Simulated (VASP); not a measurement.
A run of VASP 6.6.1 is set up as follows.

The input INCAR:

```
ALGO = Fast ; EDIFF = 1E-6
ENCUT = 520 ; GGA = PE
ISIF = 2 ; ISMEAR = 0
LASPH = T ; LCHARG = F
LREAL = F ; LWAVE = F
NBANDS = 54 ; NELM = 100
PREC = Accurate ; SIGMA = 0.1
```

The input KPOINTS:

```
k-points
0
Gamma
  8 8 8
```

The input POSCAR:

```
Cu
1.0
    4.6137988630      0.0000000000      0.0000000000
    0.0000000000      4.6137988630      0.0000000000
    0.0000000000      0.0000000000      4.6137988630
Cu
8
Direct
    0.5000000000      0.5000000000      0.5000000000
    0.0000000000      0.0000000000      0.0000000000
    0.2500000000      0.0000000000      0.5000000000
    0.5000000000      0.2500000000      0.0000000000
    0.5000000000      0.7500000000      0.0000000000
    0.7500000000      0.0000000000      0.5000000000
    0.0000000000      0.5000000000      0.7500000000
    0.0000000000      0.5000000000      0.2500000000
```

Potentials or basis: VASP PAW PBE potentials, release 64 (Cu).

The run is started by

```console
$ cat potpaw_PBE.64/Cu/POTCAR > POTCAR
$ mpirun -np 1 vasp_std > vasp.out
```

Task: Estimate the band gap on the k mesh.

Result: Zero (band 44 reaches 7.95 eV, above the bottom of band 45 at 6.17 eV).

Task: Estimate the pressure.

Result: 0.4 GPa.
